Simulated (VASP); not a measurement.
# K (Im-3m) in VASP: further runs

Runs on K. Level: PBEsol. Tasks: single point, relaxation of cell and atoms.

Program: VASP 6.6.1. These are calculated values, not measurements. Logs are shortened: lines on timing, memory, paths and dates and some standing lists are left out, and cuts for length are marked.

## (1) The cell of the first run

The structure is cubic, space group Im-3m (No. 229). The conventional cell has a = 5.225 Å, b = 5.225 Å, c = 5.225 Å, α = 90.00°, β = 90.00°, γ = 90.00°.

## (2) Single point, PBEsol

INCAR

```
SYSTEM = K
PREC     = Accurate       ! precision mode
ENCUT    = 520            ! plane-wave cutoff, eV
EDIFF    = 1E-6           ! SCF threshold, eV
ISMEAR   = 1              ! smearing method
SIGMA    = 0.1            ! smearing width, eV
LREAL    = .False.        ! projectors in reciprocal space
LASPH    = .True.         ! aspherical terms in the spheres
NELM     = 100            ! most SCF steps
ALGO     = Normal         ! electronic algorithm
ISIF     = 2              ! what is computed and relaxed
LWAVE    = .False.        ! write WAVECAR
LCHARG   = .True.         ! write CHGCAR
GGA      = PS             ! functional
LELF     = .True.         ! ELF
LVHAR    = .True.       
NBANDS   = 10             ! bands
```

KPOINTS

```
Automatic mesh
0
Gamma
  12 12 12
  0 0 0
```

POSCAR

```
K
1.0
    4.5249830354     -0.0000000251     -0.0000000434
   -1.5083276549      4.2661949272     -0.0000000434
   -1.5083276549     -2.1330974009      3.6946332206
K
1
Direct
    0.0000000000      0.0000000000      0.0000000000
```

Potentials or basis: VASP PAW PBE potentials, release 64 (K_sv).

Command:

```bash
$ cat potpaw_PBE.64/K_sv/POTCAR > POTCAR
$ mpirun -np 1 vasp_std > vasp.out
```

OUTCAR:

```text
SYSTEM = K
   PREC = Accurate
   ENCUT = 520
   EDIFF = 1E-6
   ISMEAR = 1
   LREAL = .False.
   LASPH = .True.
   NELM = 100
   ISIF = 2
   GGA = PS

 ion  position               nearest neighbor table
   1  0.000  0.000  0.000-

  LATTYP: Found a body centered cubic cell.
 ALAT       =     5.2250003472

  Lattice vectors:

 A1 = (   4.5249830354,  -0.0000000251,  -0.0000000434)
 A2 = (  -1.5083276549,   4.2661949272,  -0.0000000434)
 A3 = (  -1.5083276549,  -2.1330974009,   3.6946332206)

Analysis of symmetry for initial positions (statically):
=====================================================================
 Subroutine PRICEL returns:
 Original cell was already a primitive cell.

 Routine SETGRP: Setting up the symmetry group for a
 body centered cubic supercell.

 Subroutine GETGRP returns: Found 48 space group operations
 (whereof 48 operations were pure point group operations)
 out of a pool of 48 trial point group operations.

The static configuration has the point symmetry O_h .

Analysis of symmetry for dynamics (positions and initial velocities):
=====================================================================
 Subroutine PRICEL returns:
 Original cell was already a primitive cell.

 Routine SETGRP: Setting up the symmetry group for a
 body centered cubic supercell.

 Subroutine GETGRP returns: Found 48 space group operations
 (whereof 48 operations were pure point group operations)
 out of a pool of 48 trial point group operations.

The dynamic configuration has the point symmetry O_h .

 Subroutine INISYM returns: Found 48 space group operations
 (whereof 48 operations are pure point group operations),
 and found     1 'primitive' translations

----------------------------------------------------------------------------------------

                                     Primitive cell

  volume of cell :      71.3229

  direct lattice vectors                    reciprocal lattice vectors
     4.524983035 -0.000000025 -0.000000043     0.220995305  0.078133640  0.135331429
    -1.508327655  4.266194927 -0.000000043     0.000000003  0.234400919  0.135331429
    -1.508327655 -2.133097401  3.694633221     0.000000003  0.000000004  0.270662865

  length of vectors
     4.524983035  4.524983035  4.524983035     0.270662865  0.270662865  0.270662865

[... 75 lines left out ...]
   LASPH  =      T    aspherical Exc in radial PAW
   ENCUT  =  520.0 eV  38.22 Ry    6.18 a.u.   8.41  8.41  8.41*2*pi/ulx,y,z
   NELM   =    100;   NELMIN=  2; NELMDL= -5     # of ELM steps
   EDIFF  = 0.1E-05   stopping-criterion for ELM
   LREAL  =      F    real-space projection
   EDIFFG = 0.1E-04   stopping-criterion for IOM
   NSW    =      0    number of steps for IOM
   IBRION =     -1    ionic relax: 0-MD 1-quasi-New 2-CG
   NFREE  =      0    steps in history (QN), initial steepest desc. (CG)
   ISIF   =      2    stress and relaxation
   ISYM   =      2    0-nonsym 1-usesym 2-fastsym
   POTIM  = 0.5000    time-step for ionic-motion
   TEBEG  =    0.0;   TEEND  =   0.0 temperature during run
   PSTRESS=    0.0 pullay stress
   NELECT =       9.0000    total number of electrons
   NUPDOWN=      -1.0000    fix difference up-down
   EMIN   =  10.00;   EMAX   =-10.00  energy-range for DOS
   EFERMI =   0.00;   METHOD = LEGACY
   ISMEAR =     1;   SIGMA  =   0.10  broadening in eV -4-tet -1-fermi 0-gaus
   EFERMI_NEDOS =   21; number of points for ismear=-14 and -15
   IALGO  =     38    algorithm
   IMIX   =      4    mixing-type and parameters
     AMIX     =   0.40;   BMIX     =  1.00
     AMIX_MAG =   1.60;   BMIX_MAG =  1.00
  volume/ion in A,a.u.               =      71.32       481.31
  Fermi-wavevector in a.u.,A,eV,Ry     =   0.821131  1.551713  9.173821  0.674257
  Thomas-Fermi vector in A             =   1.932236
   LORBIT       =      0    0 simple, 1 ext, 2 COOP (PROOUT), +10 PAW based schemes
   GGA     = PS    functional components
   LHFCALC =     F    Hartree Fock is set to
   AEXX    =    0.0000 exact exchange contribution
   IVDW    =     0    specifies the selected vdW correction
   LEPSILON=     F    determine dielectric tensor
   LRPA    =     F    only Hartree local field effects (RPA)
 non-spin polarized calculation
 Methfessel and Paxton  Order N= 1 SIGMA  =   0.10
  energy-cutoff  :      520.00
  volume of cell :       71.32
 maximum number of plane-waves:      1961
 NGX is ok and might be reduce to    36
   NGX = 17   NGY = 17   NGZ = 17

 number of electron       9.0000000 magnetization

 Free energy of the ion-electron system (eV)
  ---------------------------------------------------
  ext. energy  EPLUGINS =         0.00000000
  ---------------------------------------------------
  free energy    TOTEN  =        -1.13193023 eV

  energy without entropy =       -1.13102576  energy(sigma->0) =       -1.13162874

 E-fermi :  -0.1185     XC(G=0):  -5.7735

 val. band max:       -0.1355023627   @ k =   0.2500   0.2500  -0.0000
 cond. band min:      -0.0691660667   @ k =   0.3333   0.1667   0.0000
 fundamental gap:      0.0663362960
 Fermi energy:        -0.1184549652

 k-point     1 :       0.0000    0.0000    0.0000
  band No.  band energies     occupation
      1     -32.0748      2.00000
      2     -15.5824      2.00000
      3     -15.5824      2.00000
      4     -15.5824      2.00000
      5      -2.3032      2.00000
      6       4.2249      0.00000
      7       4.2249      0.00000
      8       4.2249      0.00000
      9       5.1648      0.00000
     10       5.1648      0.00000
[... 287 lines left out ...]
 k-point    24 :       0.4167    0.0833    0.0833
  band No.  band energies     occupation
      1     -32.0699      2.00000
      2     -15.6535      2.00000
      3     -15.6109      2.00000
      4     -15.5872      2.00000
      5       0.5205     -0.00000
      6       0.6850     -0.00000
      7       2.6833      0.00000
      8       4.5958      0.00000
      9       5.7098      0.00000
     10       5.7247      0.00000

 [... further k-points ...]
[... 5 lines left out ...]
  --------------------------------------------------------------------------------------
  -------------------------------------------------------------------------------------
  Total       -0.0137349     -0.0137349     -0.0137349      0.0000000     -0.0000000      0.0000000
  in kB       -0.3085366     -0.3085366     -0.3085366      0.0000000     -0.0000000      0.0000000
  external PRESSURE =      -0.3085366 kB  Pullay stress =       0.0000000 kB

 VOLUME and BASIS-vectors are now :
 -----------------------------------------------------------------------------
  energy-cutoff  :      520.00
  volume of cell :       71.32
      direct lattice vectors                 reciprocal lattice vectors
     4.524983035 -0.000000025 -0.000000043     0.220995305  0.078133640  0.135331429
    -1.508327655  4.266194927 -0.000000043     0.000000003  0.234400919  0.135331429
    -1.508327655 -2.133097401  3.694633221     0.000000003  0.000000004  0.270662865

 POSITION                                       TOTAL-FORCE (eV/Angst)
 -----------------------------------------------------------------------------------
      0.00000      0.00000      0.00000         0.000000      0.000000      0.000000
 -----------------------------------------------------------------------------------
    total drift:                               -0.000000      0.000000     -0.000000

  FREE ENERGIE OF THE ION-ELECTRON SYSTEM (eV)
  ---------------------------------------------------
  free  energy   TOTEN  =        -1.1319302263 eV

  energy  without entropy=       -1.1310257586  energy(sigma->0) =       -1.13162874
```

It took 41 s on 1 thread of AMD EPYC 7R43 (Zen 3), shared host; peak memory 0.18 GiB.

What came out:

| Item | Value |
| --- | --- |
| Free energy | -1.1319 eV |
| Pressure | 0.0 GPa |

Caveat: the PAW data sets were made with another functional, which shifts forces and pressure a little.

## (3) Relaxation of cell and atoms, PBEsol

INCAR

```
PREC     = Accurate       # precision mode
ENCUT    = 600            # plane-wave cutoff, eV
EDIFF    = 1E-7           # SCF threshold, eV
ISMEAR   = 1              # smearing method
SIGMA    = 0.1            # smearing width, eV
LREAL    = F              # projectors in reciprocal space
LASPH    = T              # aspherical terms in the spheres
NELM     = 80             # most SCF steps
ALGO     = Normal         # electronic algorithm
ISIF     = 3              # what is computed and relaxed
LWAVE    = F              # write WAVECAR
LCHARG   = F              # write CHGCAR
GGA      = PS             # functional
IBRION   = 2              # ionic algorithm
NSW      = 80             # ionic steps
EDIFFG   = -0.02          # ionic threshold
```

KPOINTS

```
Automatic mesh
0
Gamma
  12 12 12
```

POSCAR

```
K
1.0
    4.5249830000      0.0000000000      0.0000000000
   -1.5083276194      4.2661949021      0.0000000000
   -1.5083276194     -2.1330973508      3.6946332206
K
1
Direct
    0.0000000000      0.0000000000      0.0000000000
```

Potentials or basis: VASP PAW PBE potentials, release 64 (K_sv).

Command:

```bash
$ cat potpaw_PBE.64/K_sv/POTCAR > POTCAR
$ mpirun -np 1 vasp_std > vasp.out
```

OUTCAR:

```text
PREC = Accurate
   ENCUT = 600
   EDIFF = 1E-7
   ISMEAR = 1
   LREAL = F
   LASPH = T
   NELM = 80
   ISIF = 3
   GGA = PS
   IBRION = 2
   NSW = 80
   EDIFFG = -0.02

 ion  position               nearest neighbor table
   1  0.000  0.000  0.000-

  LATTYP: Found a body centered cubic cell.
 ALAT       =     5.2250003062

  Lattice vectors:

 A1 = (   4.5249830000,   0.0000000000,   0.0000000000)
 A2 = (  -1.5083276194,   4.2661949021,   0.0000000000)
 A3 = (  -1.5083276194,  -2.1330973508,   3.6946332206)

Analysis of symmetry for initial positions (statically):
=====================================================================
 Subroutine PRICEL returns:
 Original cell was already a primitive cell.

 Routine SETGRP: Setting up the symmetry group for a
 body centered cubic supercell.

 Subroutine GETGRP returns: Found 48 space group operations
 (whereof 48 operations were pure point group operations)
 out of a pool of 48 trial point group operations.

The static configuration has the point symmetry O_h .

Analysis of symmetry for dynamics (positions and initial velocities):
=====================================================================
 Subroutine PRICEL returns:
[... 155 lines left out ...]

 E-fermi :  -0.1186     XC(G=0):  -5.7736

 val. band max:       -0.1356372347   @ k =   0.2500   0.2500   0.0000
 cond. band min:      -0.0692952237   @ k =   0.3333   0.1667   0.0000
 fundamental gap:      0.0663420110
 Fermi energy:        -0.1185875558

 k-point     1 :       0.0000    0.0000    0.0000
  band No.  band energies     occupation
      1     -32.0746      2.00000
      2     -15.5825      2.00000
      3     -15.5825      2.00000
      4     -15.5825      2.00000
      5      -2.3033      2.00000
      6       4.2248      0.00000
      7       4.2248      0.00000
      8       4.2248      0.00000
[... 243 lines left out ...]
 k-point    24 :       0.4167    0.0833    0.0833
  band No.  band energies     occupation
      1     -32.0697      2.00000
      2     -15.6537      2.00000
      3     -15.6111      2.00000
      4     -15.5873      2.00000
      5       0.5204     -0.00000
      6       0.6847     -0.00000
      7       2.6832      0.00000
      8       4.5959      0.00000

 [... further k-points ...]
[... 5 lines left out ...]
  --------------------------------------------------------------------------------------
  -------------------------------------------------------------------------------------
  Total       -0.0093441     -0.0093441     -0.0093441     -0.0000000     -0.0000000     -0.0000000
  in kB       -0.2099021     -0.2099021     -0.2099021     -0.0000000     -0.0000000     -0.0000000
  external PRESSURE =      -0.2099021 kB  Pullay stress =       0.0000000 kB

 VOLUME and BASIS-vectors are now :
 -----------------------------------------------------------------------------
  energy-cutoff  :      600.00
  volume of cell :       71.32
      direct lattice vectors                 reciprocal lattice vectors
     4.524983000  0.000000000  0.000000000     0.220995305  0.078133637  0.135331424
    -1.508327619  4.266194902  0.000000000     0.000000000  0.234400918  0.135331424
    -1.508327619 -2.133097351  3.694633221     0.000000000  0.000000000  0.270662862

 POSITION                                       TOTAL-FORCE (eV/Angst)
 -----------------------------------------------------------------------------------
      0.00000      0.00000      0.00000         0.000000     -0.000000      0.000000
 -----------------------------------------------------------------------------------
    total drift:                               -0.000000      0.000000     -0.000000

  FREE ENERGIE OF THE ION-ELECTRON SYSTEM (eV)
  ---------------------------------------------------
  free  energy   TOTEN  =        -1.1319507446 eV

  energy  without entropy=       -1.1310463393  energy(sigma->0) =       -1.13164928

 reached required accuracy - stopping structural energy minimisation
```

OSZICAR:

```text
N       E                     dE             d eps       ncg     rms          rms(c)
DAV:   1     0.513708062533E+02    0.51371E+02   -0.39277E+03  1152   0.971E+02
DAV:   2     0.497873223948E+00   -0.50873E+02   -0.50487E+02  1192   0.222E+02
DAV:   3    -0.111348946529E+01   -0.16114E+01   -0.16042E+01  1928   0.367E+01
DAV:   4    -0.113405548410E+01   -0.20566E-01   -0.20235E-01  1768   0.355E+00
DAV:   5    -0.113425309507E+01   -0.19761E-03   -0.19761E-03  1952   0.213E-01    0.199E+00
DAV:   6    -0.113234061027E+01    0.19125E-02   -0.36700E-03  1880   0.501E-01    0.129E+00
DAV:   7    -0.113193548449E+01    0.40513E-03   -0.65371E-03  1736   0.615E-01    0.910E-02
DAV:   8    -0.113193674858E+01   -0.12641E-05   -0.42262E-04  1792   0.279E-01    0.272E-02
DAV:   9    -0.113195140371E+01   -0.14655E-04   -0.18667E-05  1792   0.423E-02    0.152E-02
DAV:  10    -0.113195095567E+01    0.44804E-06   -0.29805E-06  1776   0.147E-02    0.243E-03
DAV:  11    -0.113195070476E+01    0.25091E-06   -0.10667E-07  1688   0.418E-03    0.361E-04
DAV:  12    -0.113195074460E+01   -0.39847E-07   -0.13913E-09  1176   0.384E-04
   1 F= -.11319507E+01 E0= -.11316493E+01  d E =-.113195E+01
```

Run time: 37 s. Hardware: 1 thread of AMD EPYC 7R43 (Zen 3), shared host; peak memory 0.18 GiB.

Results:

```
Free energy             : -1.1320 eV
Pressure after relaxing : 0.0 GPa
```

Final structure:
```
K
1.0
     4.52498    0.00000    0.00000
    -1.50833    4.26619    0.00000
    -1.50833   -2.13310    3.69463
K
1
Direct
  0.00000 0.00000 0.00000
```

Levels at points of the mesh, in eV from the Fermi level:
```
           k point  band 2  band 3  band 4  band 5  band 6  band 7
(0.00, 0.00, 0.00)  -15.46  -15.46  -15.46   -2.18    4.34    4.34
(0.50, 0.00, 0.00)  -15.54  -15.49  -15.46    0.46    0.72    3.19
(0.50, 0.50, 0.50)  -15.52  -15.52  -15.52    1.68    1.68    3.57
```

Caveat: the relaxation stopped at its first step, so nothing moved; the PAW data sets were made with another functional, which shifts forces and pressure a little.
